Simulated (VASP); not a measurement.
## SiC3: single point with PBE

The system is SiC3.

```
Si C
1.0
    -2.30408    2.30408    1.70073
     2.30408   -2.30408    1.70073
     2.30408    2.30408   -1.70073
Si C
1 3
Direct
  0.00000 0.00000 0.00000
  0.75000 0.25000 0.50000
  0.25000 0.75000 0.50000
  0.50000 0.50000 0.00000
```

The cell was built from a structure type or drawn by symmetry, and may not be a known phase.

* Program: VASP 6.6.1
* Task: single point
* Functional: PBE
* Potentials or basis: VASP PAW PBE potentials, release 64 (Si, C)
* Cutoff: 600 eV
* k mesh: 6 × 6 × 6
* Occupations: gaussian, width 0.2 eV
* Spin: no spin polarisation

```json
{"Pressure": "-0.3 GPa", "Band gap on the k mesh": "zero (bands 8 and 9 overlap by 3.78 eV)"}
```

Stress tensor (GPa, compression positive):
```
 0.09  0.00  0.00
 0.00  0.09  0.00
 0.00  0.00 -0.95
```

Levels at points of the mesh, in eV from the Fermi level:
| k point | band 5 | band 6 | band 7 | band 8 | band 9 | band 10 | band 11 | band 12 |
| --- | --- | --- | --- | --- | --- | --- | --- | --- |
| (0.00, 0.00, 0.00) | -5.63 | -5.53 | -2.26 | 1.27 | 1.27 | 1.72 | 1.72 | 1.93 |
| (0.50, 0.00, 0.00) | -4.93 | -4.38 | -1.71 | -0.67 | 0.29 | 3.42 | 3.97 | 6.19 |
| (0.50, 0.50, 0.00) | -3.53 | -3.47 | -3.26 | -2.06 | -1.84 | 1.87 | 3.69 | 3.76 |
| (0.50, 0.50, 0.50) | -7.78 | -7.40 | -0.88 | 1.94 | 3.13 | 3.13 | 3.14 | 3.14 |

It took 13 s on 1 thread of Intel(R) Xeon(R) Platinum 8488C (Sapphire Rapids), with other jobs on the host, peak memory 0.17 GiB.

Caveat: the k points lie up to 0.38 Å⁻¹ apart, too coarse for converged energies and pressures of a metal.
